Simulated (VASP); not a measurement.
# Y (P6_3/mmc) in VASP: a series of runs

Y is run at these levels: PBEsol, LDA; tasks: single point.

Everything below comes from runs of VASP 6.6.1. Logs are shortened: lines on timing, memory, paths and dates and some standing lists are left out, and cuts for length are marked.

### 1 The cell of the first run

The structure is hexagonal, space group P6_3/mmc (No. 194). Conventional cell: a = 3.719 Å, b = 3.719 Å, c = 5.843 Å, α = 90.00°, β = 90.00°, γ = 120.00°. Within 4.8 Å of Y (site symmetry -6m2) lie 12 Y at 3.63 to 3.72 Å.

### 2 Single point, PBEsol

Input file INCAR:

```
SYSTEM = Y
PREC = Accurate
ENCUT = 520
EDIFF = 1E-6
ISMEAR = -1
SIGMA = 0.05
LREAL = .False.
LASPH = .True.
NELM = 100
ALGO = Normal
ISIF = 2
LWAVE = .False.
LCHARG = .False.
GGA = PS
NBANDS = 18
```

Input file KPOINTS:

```
Automatic mesh
0
Gamma
  8 8 5
  0 0 0
```

Input file POSCAR:

```
Y
1.0
    3.7189358085      0.0000000000      0.0000000000
   -1.8594679043      3.2206928852      0.0000000000
    0.0000000000      0.0000000000      5.8429932402
Y
2
Direct
    0.6666666667      0.3333333333      0.7500000000
    0.3333333333      0.6666666667      0.2500000000
```

Potentials or basis: VASP PAW PBE potentials, release 64 (Y_sv).

Started as:

```bash
$ cat potpaw_PBE.64/Y_sv/POTCAR > POTCAR
$ mpirun -np 1 vasp_std > vasp.out
```

OUTCAR:

```text
SYSTEM = Y
   PREC = Accurate
   ENCUT = 520
   EDIFF = 1E-6
   ISMEAR = -1
   LREAL = .False.
   LASPH = .True.
   NELM = 100
   ISIF = 2
   GGA = PS

 ion  position               nearest neighbor table
   1  0.667  0.333  0.750-   2 3.63   2 3.63   2 3.63   2 3.63   2 3.63   2 3.63
   2  0.333  0.667  0.250-   1 3.63   1 3.63   1 3.63   1 3.63   1 3.63   1 3.63

  LATTYP: Found a hexagonal cell.
 ALAT       =     3.7189358085
 C/A-ratio  =     1.5711465702

  Lattice vectors:

 A1 = (   3.7189358085,   0.0000000000,   0.0000000000)
 A2 = (  -1.8594679043,   3.2206928852,   0.0000000000)
 A3 = (   0.0000000000,   0.0000000000,   5.8429932402)

Analysis of symmetry for initial positions (statically):
=====================================================================
 Subroutine PRICEL returns:
 Original cell was already a primitive cell.

 Routine SETGRP: Setting up the symmetry group for a
 hexagonal supercell.

 Subroutine GETGRP returns: Found 24 space group operations
 (whereof 12 operations were pure point group operations)
 out of a pool of 24 trial point group operations.

The static configuration has the point symmetry D_3d.
 The point group associated with its full space group is D_6h.

Analysis of symmetry for dynamics (positions and initial velocities):
=====================================================================
 Subroutine PRICEL returns:
 Original cell was already a primitive cell.

 Routine SETGRP: Setting up the symmetry group for a
 hexagonal supercell.

 Subroutine GETGRP returns: Found 24 space group operations
 (whereof 12 operations were pure point group operations)
 out of a pool of 24 trial point group operations.

The dynamic configuration has the point symmetry D_3d.
 The point group associated with its full space group is D_6h.

 Subroutine INISYM returns: Found 24 space group operations
 (whereof 12 operations are pure point group operations),
 and found     1 'primitive' translations

----------------------------------------------------------------------------------------

                                     Primitive cell

  volume of cell :      69.9847

  direct lattice vectors                    reciprocal lattice vectors
     3.718935808  0.000000000  0.000000000     0.268894128  0.155246097  0.000000000
    -1.859467904  3.220692885  0.000000000     0.000000000  0.310492194  0.000000000
     0.000000000  0.000000000  5.842993240     0.000000000  0.000000000  0.171145158

  length of vectors
     3.718935808  3.718935809  5.842993240     0.310492194  0.310492194  0.171145158

  position of ions in fractional coordinates (direct lattice)
[... 75 lines left out ...]
   LSORBIT =      F    spin-orbit coupling
   LASPH  =      T    aspherical Exc in radial PAW
   ENCUT  =  520.0 eV  38.22 Ry    6.18 a.u.   6.91  6.91 10.86*2*pi/ulx,y,z
   NELM   =    100;   NELMIN=  2; NELMDL= -5     # of ELM steps
   EDIFF  = 0.1E-05   stopping-criterion for ELM
   LREAL  =      F    real-space projection
   EDIFFG = 0.1E-04   stopping-criterion for IOM
   NSW    =      0    number of steps for IOM
   IBRION =     -1    ionic relax: 0-MD 1-quasi-New 2-CG
   NFREE  =      0    steps in history (QN), initial steepest desc. (CG)
   ISIF   =      2    stress and relaxation
   ISYM   =      2    0-nonsym 1-usesym 2-fastsym
   POTIM  = 0.5000    time-step for ionic-motion
   TEBEG  =    0.0;   TEEND  =   0.0 temperature during run
   PSTRESS=    0.0 pullay stress
   NELECT =      22.0000    total number of electrons
   NUPDOWN=      -1.0000    fix difference up-down
   EMIN   =  10.00;   EMAX   =-10.00  energy-range for DOS
   EFERMI =   0.00;   METHOD = LEGACY
   ISMEAR =    -1;   SIGMA  =   0.05  broadening in eV -4-tet -1-fermi 0-gaus
   EFERMI_NEDOS =   21; number of points for ismear=-14 and -15
   IALGO  =     38    algorithm
   IMIX   =      4    mixing-type and parameters
     AMIX     =   0.40;   BMIX     =  1.00
     AMIX_MAG =   1.60;   BMIX_MAG =  1.00
  volume/ion in A,a.u.               =      34.99       236.14
  Fermi-wavevector in a.u.,A,eV,Ry     =   1.113135  2.103521 16.858572  1.239070
  Thomas-Fermi vector in A             =   2.249717
   LORBIT       =      0    0 simple, 1 ext, 2 COOP (PROOUT), +10 PAW based schemes
   GGA     = PS    functional components
   LHFCALC =     F    Hartree Fock is set to
   AEXX    =    0.0000 exact exchange contribution
   IVDW    =     0    specifies the selected vdW correction
   LEPSILON=     F    determine dielectric tensor
   LRPA    =     F    only Hartree local field effects (RPA)
 non-spin polarized calculation
  energy-cutoff  :      520.00
  volume of cell :       69.98
 maximum number of plane-waves:      1896
 NGX is ok and might be reduce to    28
   NGX = 13   NGY = 13   NGZ = 21

 number of electron      21.9999999 magnetization

 Free energy of the ion-electron system (eV)
  ---------------------------------------------------
  ext. energy  EPLUGINS =         0.00000000
  ---------------------------------------------------
  free energy    TOTEN  =       -13.54377360 eV

  energy without entropy =      -13.50236159  energy(sigma->0) =      -13.52306759

 E-fermi :   2.5829     XC(G=0):  -9.2896

 val. band max:        2.5609489753   @ k =   0.3750   0.2500   0.4000
 cond. band min:       2.5850110583   @ k =   0.3750  -0.0000   0.0000
 fundamental gap:      0.0240620831
 Fermi energy:         2.5829368366

 k-point     1 :       0.0000    0.0000    0.0000
  band No.  band energies     occupation
      1     -40.1746      2.00000
      2     -40.1189      2.00000
      3     -20.3975      2.00000
      4     -20.0143      2.00000
      5     -20.0143      2.00000
      6     -19.9408      2.00000
[... 481 lines left out ...]
      5     -20.0706      2.00000
      6     -20.0566      2.00000
[... 10 lines left out ...]
     17       6.7991      0.00000
     18       6.9202      0.00000

 [... further k-points ...]
[... 5 lines left out ...]
  --------------------------------------------------------------------------------------
  -------------------------------------------------------------------------------------
  Total       -1.6919530     -1.6919530     -1.8893065      0.0000000      0.0000000     -0.0000000
  in kB      -38.7342801    -38.7342801    -43.2523403      0.0000000      0.0000000     -0.0000000
  external PRESSURE =     -40.2403002 kB  Pullay stress =       0.0000000 kB

 VOLUME and BASIS-vectors are now :
 -----------------------------------------------------------------------------
  energy-cutoff  :      520.00
  volume of cell :       69.98
      direct lattice vectors                 reciprocal lattice vectors
     3.718935808  0.000000000  0.000000000     0.268894128  0.155246097  0.000000000
    -1.859467904  3.220692885  0.000000000     0.000000000  0.310492194  0.000000000
     0.000000000  0.000000000  5.842993240     0.000000000  0.000000000  0.171145158

 POSITION                                       TOTAL-FORCE (eV/Angst)
 -----------------------------------------------------------------------------------
      1.85947      1.07356      4.38224         0.000000      0.000000      0.000000
     -0.00000      2.14713      1.46075        -0.000000     -0.000000      0.000000
 -----------------------------------------------------------------------------------
    total drift:                               -0.000000      0.000000     -0.000000

  FREE ENERGIE OF THE ION-ELECTRON SYSTEM (eV)
  ---------------------------------------------------
  free  energy   TOTEN  =       -13.5437736005 eV

  energy  without entropy=      -13.5023615870  energy(sigma->0) =      -13.52306759
```

Run time: 65 s. Hardware: 1 thread of AMD EPYC 7R13 (Zen 3), shared host; peak memory 0.18 GiB.

Results:

```yaml
Free_energy: -13.5438 eV
Pressure: -4.0 GPa
Band_gap_on_the_k_mesh: zero (band 11 reaches 3.31 eV, above the bottom of band 12 at 2.12 eV)
```

Levels at points of the mesh, in eV from the Fermi level:
```csv
k point,band 8,band 9,band 10,band 11,band 12,band 13,band 14,band 15
"(0.00, 0.00, 0.00)",-22.49,-4.59,-1.78,0.72,1.69,1.69,1.95,2.24
"(0.50, 0.00, 0.00)",-22.57,-1.65,-1.08,-0.72,-0.17,1.29,1.43,1.93
```

Caveat: the PAW data sets were made with another functional, which shifts forces and pressure a little.

### 3 Single point, LDA

This run uses another cell than the first one, of 33.01 Å³/atom, 0.943 times its volume.

Input file INCAR:

```
SYSTEM = Y
  ALGO = Fast
  EDIFF = 1E-7
  ENCUT = 520
  GGA = CA
  ISIF = 2
  ISMEAR = -1
  LASPH = .True.
  LCHARG = .False.
  LREAL = .False.
  LWAVE = .False.
  NBANDS = 18
  NELM = 80
  PREC = Accurate
  SIGMA = 0.05
```

Input file KPOINTS:

```
k-points
0
Gamma
  8 8 5
  0 0 0
```

Input file POSCAR:

```
Y
1.0
    3.6474000000      0.0000000000      0.0000000000
   -1.8237000000      3.1587410578      0.0000000000
    0.0000000000      0.0000000000      5.7306000000
Y
2
Direct
    0.6666666667      0.3333333333      0.7500000000
    0.3333333333      0.6666666667      0.2500000000
```

Potentials or basis: VASP PAW LDA potentials, release 64 (Y_sv).

Started as:

```bash
$ cat potpaw_LDA.64/Y_sv/POTCAR > POTCAR
$ mpirun -np 1 vasp_std > vasp.out
```

Wall time 1.7 min (1 thread of Intel Xeon 8259CL, shared host); peak memory 0.19 GiB.

Results (log left out):

* Free energy: -13.8171 eV
* Pressure: -3.9 GPa
* Band gap on the k mesh: zero (band 11 reaches 3.75 eV, above the bottom of band 12 at 2.38 eV)

Stress tensor (GPa, compression positive):
```
-3.71  0.00  0.00
 0.00 -3.71  0.00
 0.00  0.00 -4.19
```

Levels at points of the mesh, in eV from the Fermi level:
| k point | band 9 | band 10 | band 11 | band 12 | band 13 | band 14 |
| --- | --- | --- | --- | --- | --- | --- |
| (0.00, 0.00, 0.00) | -4.66 | -1.86 | 0.96 | 1.70 | 1.70 | 1.98 |
| (0.50, 0.00, 0.00) | -1.67 | -1.18 | -0.80 | -0.05 | 1.38 | 1.43 |

### 4 Single point, PBEsol (volume scaled by 0.94)

Input file INCAR:

```
ALGO = Fast ; EDIFF = 1E-6
ENCUT = 520 ; GGA = PS
ISIF = 2 ; ISMEAR = -1
LASPH = T ; LCHARG = T
LELF = T ; LREAL = F
LVHAR = T ; LWAVE = F
NBANDS = 18 ; NELM = 100
PREC = Accurate ; SIGMA = 0.05
```

Input file KPOINTS:

```
k-points
0
Gamma
  8 8 5
```

Input file POSCAR:

```
Y
1.0
    3.5729423729      0.0000000000      0.0000000000
   -1.7864711865      3.0942588613      0.0000000000
    0.0000000000      0.0000000000      5.6136161546
Y
2
Direct
    0.6666666667      0.3333333333      0.7500000000
    0.3333333333      0.6666666667      0.2500000000
```

Potentials or basis: VASP PAW PBE potentials, release 64 (Y_sv).

Started as:

```bash
$ cat potpaw_PBE.64/Y_sv/POTCAR > POTCAR
$ mpirun -np 1 vasp_std > vasp.out
```

It used 140 s of CPU time on 1 thread of AMD EPYC 7R13 Processor (Zen 3), with other jobs on the host.

It converged, with:

```yaml
Free_energy: -13.6446 eV
Pressure: 0.3 GPa
Band_gap_on_the_k_mesh: zero (band 11 reaches 4.24 eV, above the bottom of band 12 at 2.77 eV)
```

Stress tensor (GPa, compression positive):
```
0.38 0.00 0.00
0.00 0.38 0.00
0.00 0.00 0.07
```

Levels at points of the mesh, in eV from the Fermi level:
```tsv
k point	band 7	band 8	band 9	band 10	band 11	band 12	band 13	band 14	band 15	band 16
(0.00, 0.00, 0.00)	-22.13	-22.09	-4.77	-1.94	1.09	1.81	1.81	2.12	2.46	2.46
(0.50, 0.00, 0.00)	-22.27	-22.20	-1.69	-1.28	-0.89	0.02	1.50	1.52	2.18	5.35
```

Caveat: the cell differs from its parent crystal (volume scaled by 0.94); the PAW data sets were made with another functional, which shifts forces and pressure a little.

### 5 The runs side by side

```tsv
level	potentials or basis	cell	gap on the mesh (eV)	pressure (GPa)
PBEsol	VASP PAW PBE potentials, release 64 (Y_sv)	a = 3.719, b = 3.719, c = 5.843 Å, angles 90.0, 90.0, 120.0°, 2 atoms	none	-4.0
LDA	VASP PAW LDA potentials, release 64 (Y_sv)	a = 3.647, b = 3.647, c = 5.731 Å, angles 90.0, 90.0, 120.0°, 2 atoms	none	-3.9
PBEsol	VASP PAW PBE potentials, release 64 (Y_sv)	a = 3.573, b = 3.573, c = 5.614 Å, angles 90.0, 90.0, 120.0°, 2 atoms	none	0.3
```

Alike in all rows: task single point; no spin polarisation; k mesh 8 × 8 × 5; cutoff (eV) 520; smearing fermi-dirac 0.05 eV.

Caveats: the PAW data sets were made with another functional, which shifts forces and pressure a little (some runs).

Total energies depend on the potentials used, so only differences within one code and one set of settings carry meaning.
